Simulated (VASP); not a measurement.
# Te (P6/mmm) in VASP: a series of runs

Te is run at these levels: revPBE; tasks: single point.

All numbers are computed with VASP 6.6.1; they aren't measurements. Logs are shortened: lines on timing, memory, paths and dates and some standing lists are left out, and cuts for length are marked.

### 1 The cell of the first run

The structure is hexagonal, space group P6/mmm (No. 191). The conventional cell has a = 5.587 Å, b = 5.587 Å, c = 3.285 Å, α = 90.00°, β = 90.00°, γ = 120.00°. Within 4.3 Å of Te (site symmetry 6/mmm) lie 14 Te at 3.28 to 3.62 Å. Within 4.2 Å of Te (site symmetry -6m2) lie 11 Te at 3.23 to 3.62 Å.

This isn't the form of Te at room conditions, which is trigonal, of chains.

### 2 Single point, revPBE

Input file INCAR:

```
  PREC = Accurate
  ENCUT = 500
  EDIFF = 1E-6
  ISMEAR = -1
  SIGMA = 0.1
  LREAL = False
  LASPH = True
  NELM = 120
  ALGO = Normal
  ISIF = 2
  LWAVE = False
  LCHARG = True
  GGA = RE
  LELF = True
  LVHAR = True
  NBANDS = 16
  GGA_COMPAT = False
```

Input file KPOINTS:

```
Automatic mesh
0
Gamma
  7 7 9
```

Input file POSCAR:

```
Te
1.0
    5.5866401676      0.0000000000      0.0000000000
   -2.7933200838      4.8381723069      0.0000000000
    0.0000000000      0.0000000000      3.2848525836
Te
3
Direct
    0.0000000000      0.0000000000      0.0000000000
    0.3333333333      0.6666666667      0.5000000000
    0.6666666667      0.3333333333      0.5000000000
```

Potentials or basis: VASP PAW PBE potentials, release 64 (Te).

On the command line:

```sh
$ cat potpaw_PBE.64/Te/POTCAR > POTCAR
$ mpirun -np 1 vasp_std > vasp.out
```

OUTCAR:

```text
PREC = Accurate
   ENCUT = 500
   EDIFF = 1E-6
   ISMEAR = -1
   LREAL = False
   LASPH = True
   NELM = 120
   ISIF = 2
   GGA = RE

 ion  position               nearest neighbor table
   1  0.000  0.000  0.000-   2 3.62   3 3.62   2 3.62   3 3.62   2 3.62   2 3.62   3 3.62   3 3.62
                             3 3.62   3 3.62   2 3.62   2 3.62
   2  0.333  0.667  0.500-   3 3.23   3 3.23   3 3.23   1 3.62   1 3.62   1 3.62   1 3.62   1 3.62
                             1 3.62
   3  0.667  0.333  0.500-   2 3.23   2 3.23   2 3.23   1 3.62   1 3.62   1 3.62   1 3.62   1 3.62
                             1 3.62

  LATTYP: Found a hexagonal cell.
 ALAT       =     5.5866401676
 C/A-ratio  =     0.5879835617

  Lattice vectors:

 A1 = (   5.5866401676,   0.0000000000,   0.0000000000)
 A2 = (  -2.7933200838,   4.8381723069,   0.0000000000)
 A3 = (   0.0000000000,   0.0000000000,   3.2848525836)

Analysis of symmetry for initial positions (statically):
=====================================================================
 Subroutine PRICEL returns:
 Original cell was already a primitive cell.

 Routine SETGRP: Setting up the symmetry group for a
 hexagonal supercell.

 Subroutine GETGRP returns: Found 24 space group operations
 (whereof 24 operations were pure point group operations)
 out of a pool of 24 trial point group operations.

The static configuration has the point symmetry D_6h.

Analysis of symmetry for dynamics (positions and initial velocities):
=====================================================================
 Subroutine PRICEL returns:
 Original cell was already a primitive cell.

 Routine SETGRP: Setting up the symmetry group for a
 hexagonal supercell.

 Subroutine GETGRP returns: Found 24 space group operations
 (whereof 24 operations were pure point group operations)
 out of a pool of 24 trial point group operations.

The dynamic configuration has the point symmetry D_6h.

 Subroutine INISYM returns: Found 24 space group operations
 (whereof 24 operations are pure point group operations),
 and found     1 'primitive' translations

----------------------------------------------------------------------------------------

                                     Primitive cell

  volume of cell :      88.7867

[... 88 lines left out ...]
   ENCUT  =  500.0 eV  36.75 Ry    6.06 a.u.  10.19 10.19  5.99*2*pi/ulx,y,z
   NELM   =    120;   NELMIN=  2; NELMDL= -5     # of ELM steps
   EDIFF  = 0.1E-05   stopping-criterion for ELM
   LREAL  =      F    real-space projection
   EDIFFG = 0.1E-04   stopping-criterion for IOM
   NSW    =      0    number of steps for IOM
   IBRION =     -1    ionic relax: 0-MD 1-quasi-New 2-CG
   NFREE  =      0    steps in history (QN), initial steepest desc. (CG)
   ISIF   =      2    stress and relaxation
   ISYM   =      2    0-nonsym 1-usesym 2-fastsym
   POTIM  = 0.5000    time-step for ionic-motion
   TEBEG  =    0.0;   TEEND  =   0.0 temperature during run
   PSTRESS=    0.0 pullay stress
   NELECT =      18.0000    total number of electrons
   NUPDOWN=      -1.0000    fix difference up-down
   EMIN   =  10.00;   EMAX   =-10.00  energy-range for DOS
   EFERMI =   0.00;   METHOD = LEGACY
   ISMEAR =    -1;   SIGMA  =   0.10  broadening in eV -4-tet -1-fermi 0-gaus
   EFERMI_NEDOS =   21; number of points for ismear=-14 and -15
   IALGO  =     38    algorithm
   IMIX   =      4    mixing-type and parameters
     AMIX     =   0.40;   BMIX     =  1.00
     AMIX_MAG =   1.60;   BMIX_MAG =  1.00
  volume/ion in A,a.u.               =      29.60       199.72
  Fermi-wavevector in a.u.,A,eV,Ry     =   0.961722  1.817392 12.584162  0.924910
  Thomas-Fermi vector in A             =   2.091119
   LORBIT       =      0    0 simple, 1 ext, 2 COOP (PROOUT), +10 PAW based schemes
   GGA     = RE    functional components
   LHFCALC =     F    Hartree Fock is set to
   AEXX    =    0.0000 exact exchange contribution
   IVDW    =     0    specifies the selected vdW correction
   LEPSILON=     F    determine dielectric tensor
   LRPA    =     F    only Hartree local field effects (RPA)
 non-spin polarized calculation
  energy-cutoff  :      500.00
  volume of cell :       88.79
 maximum number of plane-waves:      2280
 NGX is ok and might be reduce to    42
   NGX = 21   NGY = 21   NGZ = 11

 number of electron      18.0000001 magnetization

 Free energy of the ion-electron system (eV)
  ---------------------------------------------------
  ext. energy  EPLUGINS =         0.00000000
  ---------------------------------------------------
  free energy    TOTEN  =        -7.40422957 eV

  energy without entropy =       -7.31998139  energy(sigma->0) =       -7.36210548

 E-fermi :   7.4446     XC(G=0):  -9.8533

 val. band max:        7.4125380134   @ k =   0.0000   0.0000   0.2222
 cond. band min:       7.4639290372   @ k =   0.2857   0.0000   0.1111
 fundamental gap:      0.0513910238
 Fermi energy:         7.4446288919

 k-point     1 :       0.0000    0.0000    0.0000
  band No.  band energies     occupation
      1      -6.2346      2.00000
      2      -3.0284      2.00000
      3      -3.0205      2.00000
      4       2.9911      2.00000
      5       2.9911      2.00000
      6       3.4381      2.00000
[... 433 lines left out ...]
      3      -3.6161      2.00000
      4       3.2049      2.00000
      5       3.8998      2.00000
      6       4.8187      2.00000
[... 8 lines left out ...]
     15      14.2291      0.00000
     16      14.4552      0.00000

 [... further k-points ...]

------------------------ aborting loop because EDIFF is reached ----------------------------------------

  FORCE on cell =-STRESS in cart. coord.  units (eV):
  Direction    XX          YY          ZZ          XY          YZ          ZX
  --------------------------------------------------------------------------------------
  -------------------------------------------------------------------------------------
  Total       -0.0621872     -0.0621872     -0.0404150     -0.0000000      0.0000000      0.0000000
  in kB       -1.1221834     -1.1221834     -0.7292983     -0.0000000      0.0000000      0.0000000
  external PRESSURE =      -0.9912217 kB  Pullay stress =       0.0000000 kB

 VOLUME and BASIS-vectors are now :
 -----------------------------------------------------------------------------
  energy-cutoff  :      500.00
  volume of cell :       88.79
      direct lattice vectors                 reciprocal lattice vectors
     5.586640168  0.000000000  0.000000000     0.178998462  0.103344810  0.000000000
    -2.793320084  4.838172307  0.000000000     0.000000000  0.206689621  0.000000000
     0.000000000  0.000000000  3.284852584     0.000000000  0.000000000  0.304427664

 POSITION                                       TOTAL-FORCE (eV/Angst)
 -----------------------------------------------------------------------------------
      0.00000      0.00000      0.00000         0.000000     -0.000000      0.000000
     -0.00000      3.22545      1.64243        -0.000000      0.000000     -0.000000
      2.79332      1.61272      1.64243         0.000000     -0.000000      0.000000
 -----------------------------------------------------------------------------------
    total drift:                               -0.000000      0.000000     -0.000000

  FREE ENERGIE OF THE ION-ELECTRON SYSTEM (eV)
  ---------------------------------------------------
  free  energy   TOTEN  =        -7.4042295698 eV

  energy  without entropy=       -7.3199813898  energy(sigma->0) =       -7.36210548
```

OSZICAR:

```text
N       E                     dE             d eps       ncg     rms          rms(c)
DAV:   1     0.658991916424E+02    0.65899E+02   -0.64313E+03  1280   0.870E+02
DAV:   2    -0.388527077318E+01   -0.69784E+02   -0.66780E+02  1776   0.136E+02
DAV:   3    -0.738763937203E+01   -0.35024E+01   -0.34807E+01  1576   0.324E+01
DAV:   4    -0.743242239795E+01   -0.44783E-01   -0.44774E-01  1784   0.445E+00
DAV:   5    -0.743329510885E+01   -0.87271E-03   -0.87271E-03  1624   0.583E-01    0.108E+01
DAV:   6    -0.740321456673E+01    0.30081E-01   -0.10565E-01  1464   0.150E+00    0.675E+00
DAV:   7    -0.740455185285E+01   -0.13373E-02   -0.42453E-02  1544   0.114E+00    0.141E+00
DAV:   8    -0.740434592242E+01    0.20593E-03   -0.51205E-03  1624   0.414E-01    0.357E-01
DAV:   9    -0.740427473980E+01    0.71183E-04   -0.61953E-04  1624   0.129E-01    0.205E-01
DAV:  10    -0.740423138314E+01    0.43357E-04   -0.21314E-04  1472   0.679E-02    0.132E-01
DAV:  11    -0.740423171306E+01   -0.32992E-06   -0.31074E-05  1496   0.292E-02    0.336E-02
DAV:  12    -0.740422952593E+01    0.21871E-05   -0.17861E-06  1360   0.895E-03    0.363E-03
DAV:  13    -0.740422956983E+01   -0.43900E-07   -0.31836E-07   832   0.354E-03
   1 F= -.74042296E+01 E0= -.73621055E+01  d E =-.842482E-01
```

stdout:

```text
POSCAR found type information on POSCAR Te
 POSCAR found :  1 types and       3 ions
 scaLAPACK will be used
 -----------------------------------------------------------------------------
|                                                                             |
|                                                                             |
|     You enforced a specific xc type in the INCAR file but a different       |
|     I HOPE YOU KNOW WHAT YOU ARE DOING!                                     |
|                                                                             |
 -----------------------------------------------------------------------------

 LDA part: xc-table for (Slater+PW92), standard interpolation
 POSCAR, INCAR and KPOINTS ok, starting setup
 FFT: planning ... GRIDC
 FFT: planning ... GRID_SOFT
 FFT: planning ... GRID
 WAVECAR not read
 entering main loop
```

Wall time 76 s (1 thread of Oxide Virtual Turin-like, shared host); peak memory 0.17 GiB.

What came out:

| Item | Value |
| --- | --- |
| Free energy | -7.4042 eV |
| Pressure | -0.1 GPa |
| Band gap on the k mesh | zero (bands 9 and 10 overlap by 4.42 eV) |

Levels at points of the mesh, in eV from the Fermi level:
```tsv
k point	band 6	band 7	band 8	band 9	band 10	band 11	band 12	band 13
(0.00, 0.00, 0.00)	-4.01	-4.01	0.37	2.59	2.59	3.02	3.20	5.20
```

Caveat: the PAW data sets were made with another functional, which shifts forces and pressure a little; spin-orbit coupling is left out, which moves the levels of the heavy elements.

### 3 Single point, revPBE (26.04 Å³/atom)

This run uses another cell than the first one, of 26.04 Å³/atom.

Input file INCAR:

```
SYSTEM = Te
ALGO = Normal ; EDIFF = 1E-6
ENCUT = 500 ; GGA = RE
GGA_COMPAT = .FALSE. ; ISIF = 2
ISMEAR = -1 ; LASPH = .TRUE.
LCHARG = .TRUE. ; LELF = .TRUE.
LREAL = .FALSE. ; LVHAR = .TRUE.
LWAVE = .FALSE. ; NBANDS = 16
NELM = 120 ; PREC = Accurate
SIGMA = 0.1
```

Input file KPOINTS:

```
k-points
0
G
  8 8 11
  0 0 0
```

Input file POSCAR:

```
Te
1.0
    5.3535877267      0.0000000000      0.0000000000
   -2.6767938633      4.6363429727      0.0000000000
    0.0000000000      0.0000000000      3.1478215794
Te
3
Direct
    0.0000000000      0.0000000000      0.0000000000
    0.3333333333      0.6666666667      0.5000000000
    0.6666666667      0.3333333333      0.5000000000
```

Potentials or basis: VASP PAW PBE potentials, release 64 (Te).

On the command line:

```sh
$ cat potpaw_PBE.64/Te/POTCAR > POTCAR
$ mpirun -np 1 vasp_std > vasp.out
```

Wall time 96 s (1 thread of Oxide Virtual Turin-like, shared host); peak memory 0.18 GiB.

It converged, with:

```
Free energy            : -7.1697 eV
Pressure               : 8.1 GPa
Band gap on the k mesh : zero (bands 9 and 10 overlap by 5.77 eV)
```

Stress tensor (GPa, compression positive):
```
8.94 0.00 0.00
0.00 8.94 0.00
0.00 0.00 6.51
```

Levels at points of the mesh, in eV from the Fermi level:
| k point | band 7 | band 8 | band 9 | band 10 | band 11 | band 12 |
| --- | --- | --- | --- | --- | --- | --- |
| (0.00, 0.00, 0.00) | -4.81 | 0.35 | 3.21 | 3.21 | 3.71 | 3.92 |
| (0.50, 0.00, 0.00) | -0.45 | -0.13 | 0.38 | 1.76 | 1.93 | 3.28 |

Caveat: the cell stands under pressure; the PAW data sets were made with another functional, which shifts forces and pressure a little; spin-orbit coupling is left out, which moves the levels of the heavy elements.

The gap in the log of VASP goes by the Fermi energy; the results here count the filled bands.